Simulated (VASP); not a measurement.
Input of a VASP 6.6.1 run:

File POSCAR:

```
Li2Se
1.0
    0.0000000000      2.9868851026      2.9868851026
    2.9868851026      0.0000000000      2.9868851026
    2.9868851026      2.9868851026      0.0000000000
Li Se
2 1
Direct
    0.2500000000      0.2500000000      0.2500000000
    0.7500000000      0.7500000000      0.7500000000
    0.0000000000      0.0000000000      0.0000000000
```

The input INCAR.step1:

```
  ALGO = Normal
  EDIFF = 1E-5
  ENCUT = 650
  GGA = PE
  GGA_COMPAT = F
  ISIF = 2
  ISMEAR = -1
  LASPH = T
  LCHARG = F
  LREAL = F
  LWAVE = T
  NBANDS = 13
  NELM = 120
  PREC = Accurate
  SIGMA = 0.02
```

Contents of INCAR.step2:

```
  ALGO = Normal
  EDIFF = 1E-6
  ENCUT = 650
  GGA = PE
  GGA_COMPAT = F
  HFSCREEN = 0.2079
  ISIF = 2
  ISMEAR = -1
  ISTART = 1
  LASPH = T
  LCHARG = F
  LHFCALC = T
  LREAL = F
  LWAVE = F
  NBANDS = 13
  NELM = 120
  PREC = Accurate
  PRECFOCK = Normal
  SIGMA = 0.02
```

File KPOINTS:

```
k-points
0
Gamma
  4 4 4
```

Potentials or basis: VASP PAW PBE potentials, release 64 (Li_sv, Se).

Run with:

```bash
$ cat potpaw_PBE.64/Li_sv/POTCAR potpaw_PBE.64/Se/POTCAR > POTCAR
$ cp INCAR.step1 INCAR
$ mpirun -np 1 vasp_std > vasp.out
$ cp INCAR.step2 INCAR
$ mpirun -np 1 vasp_std > vasp.out
```

(1) Predict the pressure.

(2) What does it give for the band gap on the k mesh?

## Answers

(1) -0.2 GPa.

(2) 3.82 eV (least direct gap 4.42 eV).

Caveat: the k points lie up to 0.46 Å⁻¹ apart; the PAW data sets were made with another functional, which shifts forces and pressure a little.
